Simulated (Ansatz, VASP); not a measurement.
One calculation of Hf5TiN6, two programs

```xyz
12
Lattice="3.1286 0.0000 0.0000 -1.5643 2.7094 0.0000 0.0000 0.0000 16.2056" Properties=species:S:1:pos:R:3 pbc="T T T"
Hf    0.0000    1.8063    2.6163
Hf    0.0000    1.8063    8.1028
Hf    0.0000    1.8063   13.5893
Hf    0.0000    0.0000    5.3604
Hf    0.0000    0.0000   10.8452
Ti    0.0000    0.0000    0.0000
N     1.5643    0.9031   14.9324
N     1.5643    0.9031    3.9999
N     1.5643    0.9031    9.4702
N     1.5643    0.9031    1.2732
N     1.5643    0.9031    6.7354
N     1.5643    0.9031   12.2057
```

Alike in both runs: functional PBE; k mesh 12 × 12 × 4; occupations gaussian, width 0.1 eV; no spin polarisation.

Ansatz relaxed the structure, and its values are those at the end. VASP's run is a single point on that final structure, the one shown.

|  | VASP | Ansatz |
| --- | --- | --- |
| version | VASP 6.6.1 | Ansatz 0.2.0 |
| potentials or method | VASP PAW PBE potentials, release 64 (Hf_pv, Ti_sv, N), cutoff 520 eV | scalar-relativistic, plane waves, PAW |
| valence electrons in the cell | 92 | 172 |

|  | VASP | Ansatz | Ansatz less VASP |
| --- | --- | --- | --- |
| gap on the k mesh at the Fermi level (eV) | none | none | - |
| pressure (GPa) | -1.9 | 0.0 | +1.88 |
| rms of the force components (eV/Å) | 0.028 | 0.000 | -0.0273 |

A gap of «none» marks a metal or a gap that the smearing closes. VASP's potentials hold 92 valence electrons a cell and Ansatz's 172, so a difference there can come from the potentials and not from the codes.

Spin-orbit coupling is off throughout.
